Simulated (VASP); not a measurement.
# CsH (P4mm) in VASP: further runs

The runs below take CsH through single point, with LDA.

Program: VASP 6.6.1. These are calculated values, not measurements. Logs are shortened: lines on timing, memory, paths and dates and some standing lists are left out, and cuts for length are marked.

## Step 1: The cell of the first run

The structure is tetragonal, space group P4mm (No. 99). The conventional cell has a = 3.818 Å, b = 3.818 Å, c = 3.818 Å, α = 90.00°, β = 90.00°, γ = 90.00°. Cs (site symmetry 4mm) has 8 H at 3.05 to 3.62 Å and 6 Cs at 3.82 Å within 4.0 Å. H (site symmetry 4mm) has 8 Cs at 3.05 to 3.62 Å and 6 H at 3.82 Å within 4.0 Å.

## Step 2: Single point, LDA (all H atoms moved -0.500 Å, as atom 2 along Cartesian [0 0 1])

Input file INCAR:

```
SYSTEM = CsH
  ALGO = Normal
  EDIFF = 1E-6
  ENCUT = 520
  GGA = CA
  ISIF = 2
  ISMEAR = 0
  LASPH = .TRUE.
  LCHARG = .FALSE.
  LREAL = .FALSE.
  LWAVE = .FALSE.
  NBANDS = 12
  NELM = 80
  PREC = Accurate
  SIGMA = 0.05
```

Input file KPOINTS:

```
k-points
0
G
  8 8 8
  0 0 0
```

Input file POSCAR:

```
CsH
1.0
    3.8184085400      0.0000000000      0.0000000000
    0.0000000000      3.8184085400      0.0000000000
    0.0000000000      0.0000000000      3.8184085400
Cs H
1 1
Direct
    0.0000000000      0.0000000000      0.0000000000
    0.5000000000      0.5000000000      0.3690553945
```

Potentials or basis: VASP PAW LDA potentials, release 64 (Cs_sv, H).

Run with:

```bash
$ cat potpaw_LDA.64/Cs_sv/POTCAR potpaw_LDA.64/H/POTCAR > POTCAR
$ mpirun -np 1 vasp_std > vasp.out
```

OUTCAR:

```text
SYSTEM = CsH
   EDIFF = 1E-6
   ENCUT = 520
   GGA = CA
   ISIF = 2
   ISMEAR = 0
   LASPH = .TRUE.
   LREAL = .FALSE.
   NELM = 80
   PREC = Accurate

 ion  position               nearest neighbor table
   1  0.000  0.000  0.000-
   2  0.500  0.500  0.369-

  LATTYP: Found a simple cubic cell.
 ALAT       =     3.8184085400

  Lattice vectors:

 A1 = (   3.8184085400,   0.0000000000,   0.0000000000)
 A2 = (   0.0000000000,   3.8184085400,   0.0000000000)
 A3 = (   0.0000000000,   0.0000000000,   3.8184085400)

Analysis of symmetry for initial positions (statically):
=====================================================================
 Subroutine PRICEL returns:
 Original cell was already a primitive cell.

 Routine SETGRP: Setting up the symmetry group for a
 simple cubic supercell.

 Subroutine GETGRP returns: Found  8 space group operations
 (whereof  8 operations were pure point group operations)
 out of a pool of 48 trial point group operations.

The static configuration has the point symmetry C_4v.

Analysis of symmetry for dynamics (positions and initial velocities):
=====================================================================
 Subroutine PRICEL returns:
 Original cell was already a primitive cell.

 Routine SETGRP: Setting up the symmetry group for a
 simple cubic supercell.

 Subroutine GETGRP returns: Found  8 space group operations
 (whereof  8 operations were pure point group operations)
 out of a pool of 48 trial point group operations.

The dynamic configuration has the point symmetry C_4v.

 Subroutine INISYM returns: Found  8 space group operations
 (whereof  8 operations are pure point group operations),
 and found     1 'primitive' translations

----------------------------------------------------------------------------------------

                                     Primitive cell

  volume of cell :      55.6733

  direct lattice vectors                    reciprocal lattice vectors
     3.818408540  0.000000000  0.000000000     0.261889211  0.000000000  0.000000000
     0.000000000  3.818408540  0.000000000     0.000000000  0.261889211  0.000000000
     0.000000000  0.000000000  3.818408540     0.000000000  0.000000000  0.261889211

  length of vectors
     3.818408540  3.818408540  3.818408540     0.261889211  0.261889211  0.261889211

  position of ions in fractional coordinates (direct lattice)
     0.000000000  0.000000000  0.000000000
     0.500000000  0.500000000  0.369055395

  ion indices of the primitive-cell ions
   primitive index   ion index
                 1           1
                 2           2

----------------------------------------------------------------------------------------

 KPOINTS: k-points

Automatic generation of k-mesh.
 Grid dimensions read from file:
 generate k-points for:    8    8    8

 Generating k-lattice:

  Cartesian coordinates                     Fractional coordinates (reciprocal lattice)
     0.032736151  0.000000000  0.000000000     0.125000000  0.000000000  0.000000000
     0.000000000  0.032736151  0.000000000     0.000000000  0.125000000  0.000000000
     0.000000000  0.000000000  0.032736151     0.000000000  0.000000000  0.125000000

  Length of vectors
     0.032736151  0.032736151  0.032736151

  Shift w.r.t. Gamma in fractional coordinates (k-lattice)
     0.000000000  0.000000000  0.000000000

 Subroutine IBZKPT returns following result:
 ===========================================

 Found     75 irreducible k-points:

 Following reciprocal coordinates:
            Coordinates               Weight
  0.000000  0.000000  0.000000      1.000000
  0.125000  0.000000  0.000000      4.000000
  0.000000  0.000000  0.125000      2.000000
  0.250000  0.000000  0.000000      4.000000
  0.000000  0.000000  0.250000      2.000000
  0.375000  0.000000  0.000000      4.000000
[... 16 lines left out ...]
  0.375000  0.250000  0.000000      8.000000
  0.000000  0.375000  0.250000      8.000000
 [... further k-points ...]
   k-points           NKPTS =     75   k-points in BZ     NKDIM =     75   number of bands    NBANDS=     12
   number of dos      NEDOS =    301   number of ions     NIONS =      2
   total plane-waves  NPLWV =  21952
   dimension x,y,z NGX =    28 NGY =   28 NGZ =   28
   dimension x,y,z NGXF=    56 NGYF=   56 NGZF=   56
   ions per type =               1   1
   NGX,Y,Z   is equivalent  to a cutoff of  12.19, 12.19, 12.19 a.u.
   NGXF,Y,Z  is equivalent  to a cutoff of  24.38, 24.38, 24.38 a.u.
 SYSTEM =  CsH
   PREC   = accura    normal or accurate (medium, high low for compatibility)
   ISTART =      0    job   : 0-new  1-cont  2-samecut
   ICHARG =      2    charge: 1-file 2-atom 10-const
   ISPIN  =      1    spin polarized calculation?
   LNONCOLLINEAR =      F non collinear calculations
   LSORBIT =      F    spin-orbit coupling
   LASPH  =      T    aspherical Exc in radial PAW
   ENCUT  =  520.0 eV  38.22 Ry    6.18 a.u.   7.10  7.10  7.10*2*pi/ulx,y,z
   NELM   =     80;   NELMIN=  2; NELMDL= -5     # of ELM steps
   EDIFF  = 0.1E-05   stopping-criterion for ELM
   LREAL  =      F    real-space projection
   EDIFFG = 0.1E-04   stopping-criterion for IOM
   NSW    =      0    number of steps for IOM
   IBRION =     -1    ionic relax: 0-MD 1-quasi-New 2-CG
   NFREE  =      0    steps in history (QN), initial steepest desc. (CG)
   ISIF   =      2    stress and relaxation
   ISYM   =      2    0-nonsym 1-usesym 2-fastsym
   POTIM  = 0.5000    time-step for ionic-motion
   TEBEG  =    0.0;   TEEND  =   0.0 temperature during run
   PSTRESS=    0.0 pullay stress
   NELECT =      10.0000    total number of electrons
   NUPDOWN=      -1.0000    fix difference up-down
   EMIN   =  10.00;   EMAX   =-10.00  energy-range for DOS
   EFERMI =   0.00;   METHOD = LEGACY
   ISMEAR =     0;   SIGMA  =   0.05  broadening in eV -4-tet -1-fermi 0-gaus
   EFERMI_NEDOS =   21; number of points for ismear=-14 and -15
   IALGO  =     38    algorithm
   IMIX   =      4    mixing-type and parameters
     AMIX     =   0.40;   BMIX     =  1.00
     AMIX_MAG =   1.60;   BMIX_MAG =  1.00
  volume/ion in A,a.u.               =      27.84       187.85
  Fermi-wavevector in a.u.,A,eV,Ry     =   0.923689  1.745519 11.608509  0.853201
  Thomas-Fermi vector in A             =   2.049353
   LORBIT       =      0    0 simple, 1 ext, 2 COOP (PROOUT), +10 PAW based schemes
   GGA     = CA    functional components
   LHFCALC =     F    Hartree Fock is set to
   AEXX    =    0.0000 exact exchange contribution
   IVDW    =     0    specifies the selected vdW correction
   LEPSILON=     F    determine dielectric tensor
   LRPA    =     F    only Hartree local field effects (RPA)
 non-spin polarized calculation
 Gauss-broadening in eV      SIGMA  =   0.05
  energy-cutoff  :      520.00
  volume of cell :       55.67
 maximum number of plane-waves:      1516
   NGX = 15   NGY = 15   NGZ = 15

 number of electron      10.0000001 magnetization

 Free energy of the ion-electron system (eV)
  ---------------------------------------------------
  ext. energy  EPLUGINS =         0.00000000
  ---------------------------------------------------
  free energy    TOTEN  =        -4.86450371 eV

  energy without entropy =       -4.86450371  energy(sigma->0) =       -4.86450371

 E-fermi :   0.6757     XC(G=0):  -8.1605

 val. band max:        0.4524139048   @ k =   0.5000   0.0000   0.0000
 cond. band min:       2.9653319347   @ k =   0.5000   0.0000   0.0000
 fundamental gap:      2.5129180299
 Fermi energy:         0.6757204317

 k-point     1 :       0.0000    0.0000    0.0000
  band No.  band energies     occupation
      1     -21.1595      2.00000
      2      -7.2622      2.00000
      3      -7.2114      2.00000
      4      -7.2114      2.00000
      5      -1.4217      2.00000
      6       3.6440      0.00000
      7       3.7614      0.00000
      8       7.3122      0.00000
      9       9.9115      0.00000
     10       9.9115      0.00000
     11       9.9883      0.00000
     12      10.8769      0.00000

 k-point     2 :       0.1250    0.0000    0.0000
  band No.  band energies     occupation
      1     -21.1367      2.00000
      2      -7.4980      2.00000
      3      -7.2369      2.00000
      4      -7.1882      2.00000
      5      -1.1593      2.00000
      6       3.7503      0.00000
      7       4.0365      0.00000
      8       6.9420      0.00000
      9       8.8449      0.00000
     10       9.2281      0.00000
     11       9.9970      0.00000
     12      10.8201      0.00000

 k-point     3 :       0.0000    0.0000    0.1250
  band No.  band energies     occupation
      1     -21.1366      2.00000
      2      -7.5401      2.00000
      3      -7.1883      2.00000
      4      -7.1883      2.00000
      5      -1.1925      2.00000
      6       3.8565      0.00000
      7       4.0053      0.00000
      8       6.9800      0.00000
      9       8.8390      0.00000
     10       8.8390      0.00000
     11      10.0476      0.00000
     12      11.8591      0.00000
[... 286 lines left out ...]
 k-point    23 :       0.3750    0.2500    0.0000
  band No.  band energies     occupation
      1     -20.9477      2.00000
      2      -8.4528      2.00000
      3      -7.8551      2.00000
      4      -7.0433      2.00000
      5      -0.1648      2.00000
      6       3.8919      0.00000
      7       5.9282      0.00000
      8       6.3259      0.00000
      9       7.1125      0.00000
     10       8.3562      0.00000
     11       9.2195      0.00000
     12      10.5790      0.00000

 k-point    24 :       0.0000    0.3750    0.2500
  band No.  band energies     occupation
      1     -20.9471      2.00000
      2      -8.4626      2.00000
      3      -7.8976      2.00000
      4      -6.9992      2.00000
      5      -0.0526      2.00000
      6       3.9165      0.00000
      7       5.7581      0.00000
      8       6.0363      0.00000
      9       7.1750      0.00000
     10       8.4303      0.00000
     11       9.1776      0.00000
     12      10.5806      0.00000

 [... further k-points ...]

------------------------ aborting loop because EDIFF is reached ----------------------------------------

  FORCE on cell =-STRESS in cart. coord.  units (eV):
  Direction    XX          YY          ZZ          XY          YZ          ZX
  --------------------------------------------------------------------------------------
  -------------------------------------------------------------------------------------
  Total       -0.4559413     -0.4559413     -0.3707621      0.0000000     -0.0000000      0.0000000
  in kB      -13.1211619    -13.1211619    -10.6698606      0.0000000     -0.0000000      0.0000000
  external PRESSURE =     -12.3040614 kB  Pullay stress =       0.0000000 kB

 VOLUME and BASIS-vectors are now :
 -----------------------------------------------------------------------------
  energy-cutoff  :      520.00
  volume of cell :       55.67
      direct lattice vectors                 reciprocal lattice vectors
     3.818408540  0.000000000  0.000000000     0.261889211  0.000000000  0.000000000
     0.000000000  3.818408540  0.000000000     0.000000000  0.261889211  0.000000000
     0.000000000  0.000000000  3.818408540     0.000000000  0.000000000  0.261889211

 POSITION                                       TOTAL-FORCE (eV/Angst)
 -----------------------------------------------------------------------------------
      0.00000      0.00000      0.00000         0.000000     -0.000000     -0.176634
      1.90920      1.90920      1.40920        -0.000000      0.000000      0.176634
 -----------------------------------------------------------------------------------
    total drift:                                0.000000      0.000000      0.000133

  FREE ENERGIE OF THE ION-ELECTRON SYSTEM (eV)
  ---------------------------------------------------
  free  energy   TOTEN  =        -4.8645037059 eV

  energy  without entropy=       -4.8645037059  energy(sigma->0) =       -4.86450371
```

Run time: 16 s. Hardware: 1 thread of AMD EPYC 9R45 (Zen 5), shared host; peak memory 0.14 GiB.

What came out:

* Free energy: -4.8645 eV
* Pressure: -1.2 GPa
* Largest force: 0.177 eV/Å
* Band gap on the k mesh: 2.51 eV, direct

Forces in eV/Å, atoms in the order of the input:
```
Cs   0.000  0.000 -0.177
H    0.000  0.000  0.177
```

Caveat: the cell differs from its parent crystal (all H atoms moved -0.500 Å, as atom 2 along Cartesian [0 0 1]); spin-orbit coupling is left out, which moves the levels of the heavy elements.

(Continued in part 2 of 3.)
